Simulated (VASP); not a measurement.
GaN: single point with LDA

GaN:

```xyz
4
Lattice="3.1518 0.0000 0.0000 -1.5759 2.7296 0.0000 0.0000 0.0000 5.1384" Properties=species:S:1:pos:R:3 pbc="T T T"
Ga    0.0000    1.8197   -0.0036
Ga    1.5759    0.9099    2.5656
N     0.0000    1.8197    1.9305
N     1.5759    0.9099    4.4997
```

| Property | Result |
| --- | --- |
| Program | VASP 6.6.1 |
| Task | single point |
| Functional | LDA |
| Potentials or basis | VASP PAW LDA potentials, release 64 (Ga_d, N) |
| Cutoff | 520 eV |
| k mesh | 8 × 8 × 4 |
| Occupations | gaussian, width 0.01 eV |
| Spin | non-collinear spin, zero start, spin-orbit coupling |
| Starting moments | [[0.0, 0.0, 0.0], [0.0, 0.0, 0.0], [0.0, 0.0, 0.0], [0.0, 0.0, 0.0]] μB |

```
Pressure                                              : 1.3 GPa
Net moment                                            : 0.00 μB per cell
Valence electrons inside the program's atomic spheres : Ga 11.95; N 3.72
```

Moments on the atoms (μB; x, y, z):
```
Ga  0.00 0.00 0.00
Ga  0.00 0.00 0.00
N   0.00 0.00 0.00
N   0.00 0.00 0.00
```

Run time: 4.6 min on 1 thread of AMD EPYC 7R13, with other jobs on the host, peak memory 0.25 GiB.
